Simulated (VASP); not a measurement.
**WC (pbe): relaxation of cell and atoms with PBE**

Crystal: WC (pbe).

```
W C
1.0
     2.92247    0.00000    0.00000
    -1.46123    2.53093    0.00000
     0.00000    0.00000    2.84639
W C
1 1
Direct
  0.00000 0.00000 0.00000
  0.66667 0.33333 0.50000
```

| Item | Value |
| --- | --- |
| Program | VASP 6.6.1 |
| Task | relaxation of cell and atoms |
| Functional | PBE |
| Potentials or basis | VASP PAW PBE potentials, release 64 (W_sv, C) |
| Cutoff | 600 eV |
| k mesh | 18 × 18 × 14 |
| Occupations | gaussian, width 0.1 eV |
| Spin | no spin polarisation |
| Dipole correction | no |
| Further INCAR settings | ALGO = Normal; EDIFF = 1e-06; IBRION = 2; EDIFFG = -0.002; NSW = 100; ISIF = 3 |

```
Relaxed volume                         : 10.55 Å³/atom
Relaxed cell                           : a = 2.924 Å, b = 2.924 Å, c = 2.850 Å, α = 90.00°, β = 90.00°, γ = 120.00°
Space group after relaxing (to 0.05 Å) : P-6m2 (No. 187)
Energy gained by relaxing              : 0.1 meV/atom
Ionic steps                            : 16
Pressure after relaxing                : 0.0 GPa
Band gap on the k mesh                 : zero (band 9 reaches 11.47 eV, above the bottom of band 10 at 10.28 eV)
```

The path:
| step | energy change (eV) | largest force (eV/Å) | pressure (GPa) | volume (Å³) |
| --- | --- | --- | --- | --- |
| 1 | 0.0000 | 0.0000 | 0.91 | 21.05 |
| 2 | 0.0010 | 0.0000 | -2.47 | 21.24 |
| 3 | -0.0002 | 0.0000 | -0.03 | 21.10 |
| 4 | -0.0002 | 0.0000 | -0.02 | 21.10 |
| 5 | -0.0002 | 0.0000 | -0.01 | 21.10 |
| 6 | -0.0002 | 0.0000 | 0.05 | 21.10 |
| 7 | -0.0002 | 0.0000 | 0.04 | 21.10 |
| 8 | -0.0002 | 0.0000 | 0.05 | 21.10 |
| 9 | -0.0002 | 0.0000 | 0.05 | 21.10 |
| 10 | -0.0002 | 0.0000 | 0.04 | 21.10 |
| 11 | -0.0002 | 0.0000 | 0.03 | 21.10 |
| 12 | -0.0002 | 0.0000 | 0.03 | 21.10 |
| 13 | -0.0002 | 0.0000 | 0.03 | 21.10 |
| 14 | -0.0002 | 0.0000 | -0.04 | 21.10 |
| 15 | -0.0002 | 0.0000 | -0.03 | 21.10 |
| 16 | -0.0002 | 0.0000 | -0.01 | 21.10 |

Final structure:
```
W C
1.0
     2.92405    0.00000    0.00000
    -1.46203    2.53230    0.00000
     0.00000    0.00000    2.84972
W C
1 1
Direct
  0.00000 0.00000 0.00000
  0.66667 0.33333 0.50000
```

Levels at points of the mesh, in eV from the Fermi level:
| k point | band 6 | band 7 | band 8 | band 9 | band 10 | band 11 | band 12 | band 13 |
| --- | --- | --- | --- | --- | --- | --- | --- | --- |
| (0.00, 0.00, 0.00) | -4.20 | -3.26 | -3.26 | 0.11 | 3.17 | 3.17 | 5.55 | 5.55 |
| (0.50, 0.00, 0.00) | -6.94 | -3.52 | -3.48 | -0.46 | 2.31 | 4.43 | 4.77 | 6.78 |
| (0.00, 0.00, 0.50) | -8.53 | -1.97 | -1.97 | -0.55 | -0.55 | 3.63 | 4.49 | 4.49 |
| (0.50, 0.00, 0.50) | -6.34 | -4.23 | -4.14 | 0.27 | 4.33 | 5.20 | 6.50 | 9.02 |

Run time: 2.6 min on 1 thread of Intel(R) Xeon(R) Platinum 8488C (Sapphire Rapids), on a shared host, peak memory 0.24 GiB.

Caveat: spin-orbit coupling is left out, which moves the levels of the heavy elements.
